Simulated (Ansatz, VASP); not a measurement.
# Two plane-wave programs on SiNi

```
Si Ni
1.0
     2.99479    0.00000    0.00000
     0.00000    3.23460    0.00000
     0.00000    0.00000    4.53229
Si Ni
2 2
Direct
  0.50000 0.50000 0.84449
  0.00000 0.00000 0.15551
  0.50000 0.50000 0.34638
  0.00000 0.00000 0.65362
```

Change from the starting cell: strain along c alone, the other axes held, atoms relaxed: -3.0 %.

Alike in both runs: functional PBEsol; k mesh 18 × 16 × 12; occupations gaussian, width 0.1 eV; no spin polarisation.

Ansatz relaxed the structure, and its values are those at the end. VASP's run is a single point on that final structure, the one shown.

|  | VASP | Ansatz |
| --- | --- | --- |
| version | VASP 6.6.1 | Ansatz 0.2.0 |
| potentials or method | VASP PAW PBE potentials, release 64 (Si, Ni), cutoff 520 eV | scalar-relativistic, plane waves, PAW |
| valence electrons in the cell | 28 | 44 |

Ansatz gave:

```
gap on the k mesh at the Fermi level (eV) : none
pressure (GPa)                            : 7.7
rms of the force components (eV/Å)        : 0.001
```

Task: What did VASP give for the same quantities?

Result: gap on the k mesh at the Fermi level (eV): none; pressure (GPa): 7.9; rms of the force components (eV/Å): 0.003.

VASP's potentials were made for PBE, not for PBEsol. A gap of «none» marks a metal or a gap that the smearing closes. VASP's potentials hold 28 valence electrons a cell and Ansatz's 44, so a difference there can come from the potentials and not from the codes. Ansatz's warnings: stress scf threshold loose.
